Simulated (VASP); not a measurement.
Wanted: the native input for a VASP 6.6.1 run.

| Quantity | Value |
| --- | --- |
| Task | single point |
| Functional | PBE |
| Potentials or basis | VASP PAW PBE potentials, release 64 (Hg, Te) |
| Cutoff | 520 eV |
| k mesh | 11 × 11 × 11 |
| Occupations | fermi-dirac, width 0.05 eV |
| Spin | no spin polarisation |
| Dipole correction | no |
| Further INCAR settings | ALGO = Normal; EDIFF = 1e-06; NBANDS = 16 |

The structure of HgTe (CsCl type) lies in POSCAR:

```
HgTe
1.0
    3.7274671243      0.0000000000      0.0000000000
    0.0000000000      3.7274671243      0.0000000000
    0.0000000000      0.0000000000      3.7274671243
Hg Te
1 1
Direct
    0.0000000000      0.0000000000      0.0000000000
    0.5000000000      0.5000000000      0.5000000000
```

This cell differs from its parent crystal: volume scaled by 0.94.

One way to write it, as run:

INCAR

```
ALGO = Normal
EDIFF = 1E-6
ENCUT = 520
GGA = PE
ISIF = 2
ISMEAR = -1
LASPH = T
LCHARG = F
LREAL = F
LWAVE = F
NBANDS = 16
NELM = 80
PREC = Accurate
SIGMA = 0.05
```

KPOINTS

```
k-points
0
Gamma
  11 11 11
```

Potentials or basis: VASP PAW PBE potentials, release 64 (Hg, Te).

Launch:

```bash
$ cat potpaw_PBE.64/Hg/POTCAR potpaw_PBE.64/Te/POTCAR > POTCAR
$ mpirun -np 1 vasp_std > vasp.out
```

It gave:

* Pressure: 3.4 GPa
* Band gap on the k mesh: zero (band 9 reaches 6.07 eV, above the bottom of band 10 at 4.09 eV)

Caveat: spin-orbit coupling is left out, which moves the levels of the heavy elements.

Run time: 52 s on 1 thread of Intel Xeon 8259CL (shared host), peak memory 0.19 GiB.
